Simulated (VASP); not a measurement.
A run of VASP 6.6.1 is set up as follows.

File INCAR:

```
SYSTEM = MgS
PREC = Accurate
ENCUT = 600
EDIFF = 1E-6
ISMEAR = 0
SIGMA = 0.01
LREAL = .False.
LASPH = .True.
NELM = 120
ALGO = Normal
ISIF = 2
LWAVE = .False.
LCHARG = .False.
GGA = PS
NBANDS = 11
GGA_COMPAT = .False.
```

KPOINTS

```
regular mesh
0
Gamma
  6 6 6
  0 0 0
```

The input POSCAR:

```
MgS
1.0
    0.0000000000      2.8308768389      2.8308768389
    2.8308768389      0.0000000000      2.8308768389
    2.8308768389      2.8308768389      0.0000000000
Mg S
1 1
Direct
    0.0000000000      0.0000000000      0.0000000000
    0.2500000000      0.2500000000      0.2500000000
```

Potentials or basis: VASP PAW PBE potentials, release 64 (Mg, S).

Run with:

```sh
$ cat potpaw_PBE.64/Mg/POTCAR potpaw_PBE.64/S/POTCAR > POTCAR
$ mpirun -np 1 vasp_std > vasp.out
```

Question: Estimate the band gap on the k mesh.

Answer: 3.30 eV.

Question: What does it give for the pressure?

Answer: -0.4 GPa.

Caveat: the PAW data sets were made with another functional, which shifts forces and pressure a little. A k mesh can miss the band edges.
